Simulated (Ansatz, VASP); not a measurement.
This is a calculation of Ta for Ansatz 0.2.0.

The input input.yaml:

```yaml
crystal:
  lattice:
    - [2.9195803945, 0.0, 0.0]
    - [-1.4597901972, 2.52843079, 0.0]
    - [0.0, 0.0, 5.2004887322]
  atoms:
    - { symbol: Ta, position: [0.3333333333, 0.6666666667, 0.25] }
    - { symbol: Ta, position: [0.6666666667, 0.3333333333, 0.75] }
hamiltonian:
  xc: lda
  pseudopotentials: { kind: paw }
kpoints:
  mp_grid: { grid: [11, 11, 5] }
scf:
  occupations: { method: fermi_dirac, width: 0.05 }
output:
  forces: true
  stress: true
  eigenvalues: true
```

Potentials or basis: Ansatz PAW.

Command:

```console
$ ansatz run input.yaml --threads 2 --pin off --max-ram 5632MiB --backend cpu --events-out ev --progress --plain --runs-dir out
```

Question: Set up the same calculation for VASP 6.6.1. Potentials there: VASP PAW LDA potentials, release 64 (Ta_sv_GW).

Answer: As run (the cutoff follows the program's own potentials):

Contents of INCAR:

```
SYSTEM = Ta
  ALGO = Normal
  EDIFF = 1E-6
  ENCUT = 500
  GGA_COMPAT = .FALSE.
  ISIF = 2
  ISMEAR = -1
  LASPH = .TRUE.
  LCHARG = .TRUE.
  LELF = .TRUE.
  LREAL = .FALSE.
  LVHAR = .TRUE.
  LWAVE = .FALSE.
  NBANDS = 20
  NELM = 120
  PREC = Accurate
  SIGMA = 0.05
```

KPOINTS

```
k-points
0
G
  11 11 5
  0 0 0
```

Contents of POSCAR:

```
Ta
1.0
    2.9195803945      0.0000000000      0.0000000000
   -1.4597901972      2.5284307900      0.0000000000
    0.0000000000      0.0000000000      5.2004887322
Ta
2
Direct
    0.3333333333      0.6666666667      0.2500000000
    0.6666666667      0.3333333333      0.7500000000
```

Potentials or basis: VASP PAW LDA potentials, release 64 (Ta_sv_GW).

The run is started by

```console
$ cat potpaw_LDA.64/Ta_sv_GW/POTCAR > POTCAR
$ mpirun -np 1 vasp_std > vasp.out
```

Both were run:

|  | VASP | Ansatz | Ansatz less VASP |
| --- | --- | --- | --- |
| gap on the k mesh at the Fermi level (eV) | none | none | - |
| pressure (GPa) | -15.6 | -15.1 | +0.48 |
| traceless stress, the component that is largest in VASP (GPa) | 2.34 | 2.29 | -0.045 |

LDA's correlation is that of Perdew and Zunger in VASP and of Perdew and Wang (1992) in Ansatz. A gap of «none» marks a metal or a gap that the smearing closes.

Neither program's run includes spin-orbit coupling.
